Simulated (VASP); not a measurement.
**P: single point with PBE**

P:

```xyz
1
Lattice="0.0000 1.9364 1.9364 1.9364 0.0000 1.9364 1.9364 1.9364 0.0000" Properties=species:S:1:pos:R:3 pbc="T T T"
P     0.0000    0.0000    0.0000
```

| Property | Result |
| --- | --- |
| Program | VASP 6.6.1 |
| Task | single point |
| Functional | PBE |
| Potentials or basis | VASP PAW PBE potentials, release 64 (P) |
| Cutoff | 520 eV |
| k mesh | 17 × 17 × 17 |
| Occupations | fermi-dirac, width 0.08 eV |
| Spin | no spin polarisation |
| Dipole correction | no |
| Further INCAR settings | ALGO = Normal; EDIFF = 1e-06; NBANDS = 8 |

```
Pressure : -0.2 GPa
```

Levels at points of the mesh, in eV from the Fermi level:
```
           k point  band 1  band 2  band 3  band 4  band 5  band 6  band 7
(0.00, 0.00, 0.00)  -16.38    6.77    6.77    6.77   11.40   11.40   11.40
```

Run time: 6.8 s on 1 thread of AMD EPYC 9R45 96-Core Processor (Zen 5), with other jobs on the host, peak memory 0.09 GiB.
